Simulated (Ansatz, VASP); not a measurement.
**BP2 in VASP and in Ansatz**

INCAR

```
SYSTEM = BP2
PREC = Accurate
ENCUT = 520
EDIFF = 1E-7
ISMEAR = 0
SIGMA = 0.1
LREAL = .False.
LASPH = .True.
NELM = 80
ALGO = Normal
ISIF = 2
LWAVE = .False.
LCHARG = .False.
GGA = PE
NBANDS = 14
```

Contents of KPOINTS:

```
regular mesh
0
Gamma
  6 6 6
  0 0 0
```

Contents of POSCAR:

```
BP2
1.0
    0.0000000000      2.7161116663      2.7161116663
    2.7161116663      0.0000000000      2.7161116663
    2.7161116663      2.7161116663      0.0000000000
B P
1 2
Direct
    0.0000000000      0.0000000000      0.0000000000
    0.2500000000      0.2500000000      0.2500000000
    0.7500000000      0.7500000000      0.7500000000
```

Input for Ansatz:

```yaml
crystal:
  lattice:
    - [0.0, 2.7161116663, 2.7161116663]
    - [2.7161116663, 0.0, 2.7161116663]
    - [2.7161116663, 2.7161116663, 0.0]
  atoms:
    - { symbol: B, position: [0.0, 0.0, 0.0] }
    - { symbol: P, position: [0.25, 0.25, 0.25] }
    - { symbol: P, position: [0.75, 0.75, 0.75] }
basis:
  ecutwfc: 420
kpoints:
  mp_grid: { grid: [6, 6, 6] }
hamiltonian:
  xc: pbe
scf:
  occupations: { method: gaussian, width: 0.1 }
  lower_state_search: "off"
output:
  forces: true
  stress: true
  eigenvalues: true
```

Alike in both runs: task single point; functional PBE; k mesh 6 × 6 × 6; occupations gaussian, width 0.1 eV; no spin polarisation.

|  | VASP | Ansatz |
| --- | --- | --- |
| version | VASP 6.6.1 | Ansatz 0.2.0 |
| potentials or method | VASP PAW PBE potentials, release 64 (B, P), cutoff 520 eV | scalar-relativistic, plane waves, PAW |
| valence electrons in the cell | 13 | 13 |

Ansatz gave:

```
gap on the k mesh at the Fermi level (eV) : none
pressure (GPa)                            : -6.8
```

Problem. What did VASP give for the same quantities?

Solution. gap on the k mesh at the Fermi level (eV): none; pressure (GPa): -6.9.

A gap of «none» marks a metal or a gap that the smearing closes. With one functional, cell and mesh, what is left measures potentials, basis and numerics.
